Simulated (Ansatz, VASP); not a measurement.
## Re: VASP beside Ansatz

```
Re
1.0
     4.39136    0.00000    0.00000
    -2.19568    3.80303    0.00000
     0.00000    0.00000    2.75198
Re
3
Direct
  0.00000 0.00000 0.00000
  0.33333 0.66667 0.50000
  0.66667 0.33333 0.50000
```

Alike in both runs: task single point; functional revPBE; k mesh 9 × 9 × 13; occupations fermi-dirac, width 0.1 eV; no spin polarisation.

```csv
,VASP,Ansatz
version,VASP 6.6.1,Ansatz 0.2.0
potentials or method,"VASP PAW PBE potentials, release 64 (Re_sv_GW), cutoff 500 eV","plane waves (420 eV) with PAW, scalar-relativistic"
valence electrons in the cell,45,45
```

Ansatz gave:

- pressure (GPa): 0.0
- traceless stress, the component that is largest in VASP (GPa): -0.63

Estimate VASP's values.

pressure (GPa): -2.7; traceless stress, the component that is largest in VASP (GPa): -0.66.

VASP's potentials were made for PBE, not for revPBE.

Spin-orbit coupling is off throughout.
